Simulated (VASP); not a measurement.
# Br (Fm-3m) in VASP: further runs

The runs below take Br through single point, relaxation of cell and atoms, with PBE, LDA.

Program: VASP 6.6.1. These are calculated values, not measurements. Logs are shortened: lines on timing, memory, paths and dates and some standing lists are left out, and cuts for length are marked.

### 1 The cell of the first run

Symmetry: Fm-3m, No. 225, cubic system. Conventional cell: a = 3.967 Å, b = 3.967 Å, c = 3.967 Å, α = 90.00°, β = 90.00°, γ = 90.00°. Br (site symmetry m-3m) has 12 Br at 2.80 Å within 3.7 Å.

### 2 Single point, PBE

File INCAR:

```
SYSTEM = Br
PREC = Accurate
ENCUT = 520
EDIFF = 1E-6
ISMEAR = -1
SIGMA = 0.1
LREAL = .False.
LASPH = .True.
NELM = 80
ALGO = Normal
ISIF = 2
LWAVE = .False.
LCHARG = .False.
GGA = PE
NBANDS = 10
```

File KPOINTS:

```
regular mesh
0
Gamma
  21 21 21
  0 0 0
```

File POSCAR:

```
Br
1.0
    0.0000000000      1.9834031989      1.9834031989
    1.9834031989      0.0000000000      1.9834031989
    1.9834031989      1.9834031989      0.0000000000
Br
1
Direct
    0.0000000000      0.0000000000      0.0000000000
```

Potentials or basis: VASP PAW PBE potentials, release 64 (Br).

Started as:

```
> cat potpaw_PBE.64/Br/POTCAR > POTCAR
> mpirun -np 1 vasp_std > vasp.out
```

OUTCAR:

```text
SYSTEM = Br
   PREC = Accurate
   ENCUT = 520
   EDIFF = 1E-6
   ISMEAR = -1
   LREAL = .False.
   LASPH = .True.
   NELM = 80
   ISIF = 2
   GGA = PE

 ion  position               nearest neighbor table
   1  0.000  0.000  0.000-

  LATTYP: Found a face centered cubic cell.
 ALAT       =     3.9668063978

  Lattice vectors:

 A1 = (   0.0000000000,   1.9834031989,   1.9834031989)
 A2 = (   1.9834031989,   0.0000000000,   1.9834031989)
 A3 = (   1.9834031989,   1.9834031989,   0.0000000000)

Analysis of symmetry for initial positions (statically):
=====================================================================
 Subroutine PRICEL returns:
 Original cell was already a primitive cell.

 Routine SETGRP: Setting up the symmetry group for a
 face centered cubic supercell.

 Subroutine GETGRP returns: Found 48 space group operations
 (whereof 48 operations were pure point group operations)
 out of a pool of 48 trial point group operations.

The static configuration has the point symmetry O_h .

Analysis of symmetry for dynamics (positions and initial velocities):
=====================================================================
 Subroutine PRICEL returns:
 Original cell was already a primitive cell.

 Routine SETGRP: Setting up the symmetry group for a
 face centered cubic supercell.

 Subroutine GETGRP returns: Found 48 space group operations
 (whereof 48 operations were pure point group operations)
 out of a pool of 48 trial point group operations.

The dynamic configuration has the point symmetry O_h .

 Subroutine INISYM returns: Found 48 space group operations
 (whereof 48 operations are pure point group operations),
 and found     1 'primitive' translations

----------------------------------------------------------------------------------------

                                     Primitive cell

  volume of cell :      15.6050

  direct lattice vectors                    reciprocal lattice vectors
     0.000000000  1.983403199  1.983403199    -0.252091960  0.252091960  0.252091960
     1.983403199  0.000000000  1.983403199     0.252091960 -0.252091960  0.252091960
     1.983403199  1.983403199  0.000000000     0.252091960  0.252091960 -0.252091960

  length of vectors
     2.804955704  2.804955704  2.804955704     0.436636083  0.436636083  0.436636083
[... 80 lines left out ...]
   LREAL  =      F    real-space projection
   EDIFFG = 0.1E-04   stopping-criterion for IOM
   NSW    =      0    number of steps for IOM
   IBRION =     -1    ionic relax: 0-MD 1-quasi-New 2-CG
   NFREE  =      0    steps in history (QN), initial steepest desc. (CG)
   ISIF   =      2    stress and relaxation
   ISYM   =      2    0-nonsym 1-usesym 2-fastsym
   POTIM  = 0.5000    time-step for ionic-motion
   TEBEG  =    0.0;   TEEND  =   0.0 temperature during run
   PSTRESS=    0.0 pullay stress
   NELECT =       7.0000    total number of electrons
   NUPDOWN=      -1.0000    fix difference up-down
   EMIN   =  10.00;   EMAX   =-10.00  energy-range for DOS
   EFERMI =   0.00;   METHOD = LEGACY
   ISMEAR =    -1;   SIGMA  =   0.10  broadening in eV -4-tet -1-fermi 0-gaus
   EFERMI_NEDOS =   21; number of points for ismear=-14 and -15
   IALGO  =     38    algorithm
   IMIX   =      4    mixing-type and parameters
     AMIX     =   0.40;   BMIX     =  1.00
     AMIX_MAG =   1.60;   BMIX_MAG =  1.00
  volume/ion in A,a.u.               =      15.60       105.31
  Fermi-wavevector in a.u.,A,eV,Ry     =   1.253198  2.368202 21.368035  1.570506
  Thomas-Fermi vector in A             =   2.387063
   LORBIT       =      0    0 simple, 1 ext, 2 COOP (PROOUT), +10 PAW based schemes
   GGA     = PE    functional components
   LHFCALC =     F    Hartree Fock is set to
   AEXX    =    0.0000 exact exchange contribution
   IVDW    =     0    specifies the selected vdW correction
   LEPSILON=     F    determine dielectric tensor
   LRPA    =     F    only Hartree local field effects (RPA)
 non-spin polarized calculation
  energy-cutoff  :      520.00
  volume of cell :       15.60
 maximum number of plane-waves:       440
 NGX is ok and might be reduce to    24
   NGX = 11   NGY = 11   NGZ = 11

 number of electron       7.0000000 magnetization

 Free energy of the ion-electron system (eV)
  ---------------------------------------------------
  ext. energy  EPLUGINS =         0.00000000
  ---------------------------------------------------
  free energy    TOTEN  =         0.13784369 eV

  energy without entropy =        0.15956178  energy(sigma->0) =        0.14870274

 E-fermi :   8.7427     XC(G=0): -11.9192

 val. band max:        8.7368292869   @ k =  -0.2381   0.2381   0.0952
 cond. band min:       8.7487729482   @ k =   0.2381   0.1905   0.0476
 fundamental gap:      0.0119436613
 Fermi energy:         8.7427338167

 k-point     1 :       0.0000    0.0000    0.0000
  band No.  band energies     occupation
      1     -11.4744      2.00000
      2      11.0370      0.00000
      3      11.0370      0.00000
      4      11.0370      0.00000
      5      21.2036      0.00000
      6      21.2036      0.00000
      7      21.2036      0.00000
      8      21.6730      0.00000
      9      25.5573      0.00000
     10      27.8214      0.00000
[... 287 lines left out ...]
 k-point    24 :      -0.3810    0.0476    0.0000
  band No.  band energies     occupation
      1      -8.1128      2.00000
      2       0.4965      2.00000
      3       9.0939      0.05794
      4       9.6903      0.00015
      5      18.0311      0.00000
      6      20.2575      0.00000
      7      20.5048      0.00000
      8      25.0640      0.00000
      9      29.6713      0.00000
     10      30.2576      0.00000

 [... further k-points ...]

------------------------ aborting loop because EDIFF is reached ----------------------------------------

  FORCE on cell =-STRESS in cart. coord.  units (eV):
  Direction    XX          YY          ZZ          XY          YZ          ZX
  --------------------------------------------------------------------------------------
  -------------------------------------------------------------------------------------
  Total        5.5043300      5.5043300      5.5043300      0.0000000      0.0000000      0.0000000
  in kB      565.1347582    565.1347582    565.1347582      0.0000000      0.0000000      0.0000000
  external PRESSURE =     565.1347582 kB  Pullay stress =       0.0000000 kB

 VOLUME and BASIS-vectors are now :
 -----------------------------------------------------------------------------
  energy-cutoff  :      520.00
  volume of cell :       15.60
      direct lattice vectors                 reciprocal lattice vectors
     0.000000000  1.983403199  1.983403199    -0.252091960  0.252091960  0.252091960
     1.983403199  0.000000000  1.983403199     0.252091960 -0.252091960  0.252091960
     1.983403199  1.983403199  0.000000000     0.252091960  0.252091960 -0.252091960

 POSITION                                       TOTAL-FORCE (eV/Angst)
 -----------------------------------------------------------------------------------
      0.00000      0.00000      0.00000         0.000000      0.000000      0.000000
 -----------------------------------------------------------------------------------
    total drift:                                0.000000     -0.000000     -0.000000

  FREE ENERGIE OF THE ION-ELECTRON SYSTEM (eV)
  ---------------------------------------------------
  free  energy   TOTEN  =         0.1378436942 eV

  energy  without entropy=        0.1595617775  energy(sigma->0) =        0.14870274
```

stdout:

```text
POSCAR found type information on POSCAR Br
 POSCAR found :  1 types and       1 ions
 scaLAPACK will be used
 LDA part: xc-table for (Slater+PW92), standard interpolation
 POSCAR, INCAR and KPOINTS ok, starting setup
 FFT: planning ... GRIDC
 FFT: planning ... GRID_SOFT
 FFT: planning ... GRID
 WAVECAR not read
 entering main loop
```

Run time: 48 s. Hardware: 1 thread of Intel Xeon 8259CL, shared host; peak memory 0.17 GiB.

Results:

```yaml
Free_energy: 0.1378 eV
Pressure: 56.5 GPa
Band_gap_on_the_k_mesh: zero (an odd number of electrons rules out a gap without spin polarisation)
```

Caveat: the cell stands under pressure; an odd number of electrons without spin polarisation forces a metal; a magnetic or distorted state may lie lower.

### 3 Relaxation of cell and atoms, LDA

This run uses another cell than the first one, of 27.00 Å³/atom.

File INCAR:

```
PREC = Accurate ; ENCUT = 600
EDIFF = 1E-6 ; ISMEAR = -1
SIGMA = 0.1 ; LREAL = F
LASPH = T ; NELM = 100
ALGO = Normal ; ISIF = 3
LWAVE = F ; LCHARG = F
GGA = CA ; IBRION = 2
NSW = 60 ; EDIFFG = -0.005
```

File KPOINTS:

```
Automatic mesh
0
Gamma
  14 14 14
```

File POSCAR:

```
Br
1.0
    0.0000000000      2.3811015780      2.3811015780
    2.3811015780      0.0000000000      2.3811015780
    2.3811015780      2.3811015780      0.0000000000
Br
1
Direct
    0.0000000000      0.0000000000      0.0000000000
```

Potentials or basis: VASP PAW LDA potentials, release 64 (Br).

Started as:

```
> cat potpaw_LDA.64/Br/POTCAR > POTCAR
> mpirun -np 1 vasp_std > vasp.out
```

It took 67 s on 1 thread of Intel Xeon 8259CL, shared host; peak memory 0.16 GiB.

The run converged. Its results:

| Quantity | Value |
| --- | --- |
| Free energy | -1.6488 eV |
| Relaxed volume | 22.96 Å³/atom |
| Relaxed cell | a = 3.190 Å, b = 3.190 Å, c = 3.190 Å, α = 60.00°, β = 60.00°, γ = 60.00° |
| Space group after relaxing (to 0.1 Å) | Fm-3m (No. 225) |
| Energy gained by relaxing | 74.0 meV/atom |
| Ionic steps | 4 |
| Pressure after relaxing | 0.0 GPa |
| Band gap on the k mesh | zero (an odd number of electrons rules out a gap without spin polarisation) |

The path:
| step | energy change (eV) | largest force (eV/Å) | pressure (GPa) | volume (Å³) |
| --- | --- | --- | --- | --- |
| 1 | 0.0000 | 0.0000 | -4.98 | 27.00 |
| 2 | -0.0695 | 0.0000 | -1.59 | 23.85 |
| 3 | -0.0740 | 0.0000 | -0.11 | 23.04 |
| 4 | -0.0740 | 0.0000 | 0.02 | 22.96 |

Final structure:
```cif
data_structure
_symmetry_space_group_name_H-M 'P 1'
_symmetry_Int_Tables_number 1
_cell_length_a 3.1904
_cell_length_b 3.1904
_cell_length_c 3.1904
_cell_angle_alpha 60.000
_cell_angle_beta 60.000
_cell_angle_gamma 60.000
_cell_volume 22.96
loop_
_atom_site_label
_atom_site_type_symbol
_atom_site_fract_x
_atom_site_fract_y
_atom_site_fract_z
_atom_site_occupancy
Br1 Br 0.00000 0.00000 0.00000 1
```

Levels at points of the mesh, in eV from the Fermi level:
```tsv
k point	band 1	band 2	band 3	band 4	band 5	band 6	band 7
(0.00, 0.00, 0.00)	-16.23	1.14	1.14	1.14	8.61	12.51	12.51
(0.50, 0.00, 0.00)	-14.32	-5.63	0.33	0.33	8.25	11.77	11.77
(0.50, 0.50, 0.00)	-13.65	-5.00	-1.35	-1.35	5.96	7.20	20.17
```

Caveat: an odd number of electrons without spin polarisation forces a metal; a magnetic or distorted state may lie lower.
